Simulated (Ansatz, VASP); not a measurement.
# O in VASP and in Ansatz

```
CELL_PARAMETERS angstrom
9.00000 0.00000 0.00000
0.00000 9.50000 0.00000
0.00000 0.00000 10.00000
ATOMIC_POSITIONS crystal
O 0.50000 0.50000 0.43850
O 0.50000 0.50000 0.56150
```

Alike in both runs: task relaxation of the atoms; functional LDA; k mesh 1 × 1 × 1; occupations fermi-dirac, width 0.02 eV; collinear spin.

|  | VASP | Ansatz |
| --- | --- | --- |
| version | VASP 6.6.1 | Ansatz 0.2.0 |
| potentials or method | VASP PAW LDA potentials, release 64 (O), cutoff 520 eV | plane waves, PAW |
| valence electrons in the cell | 12 | 12 |

Ansatz gave:

- net moment per atom (μB): 1.00
- size of the moment on the site where the two differ most (μB): 0.55

Q: Which values does VASP return?

A: net moment per atom (μB): 1.00; size of the moment on the site where the two differ most (μB): 0.81.

LDA's correlation is that of Perdew and Zunger in VASP and of Perdew and Wang (1992) in Ansatz. Site moments also hang on the region over which each program counts them. Ansatz's warnings: end state compared, stress scf threshold loose.

Noted on VASP's run: the standard files for N, O and F lose accuracy on very short bonds.
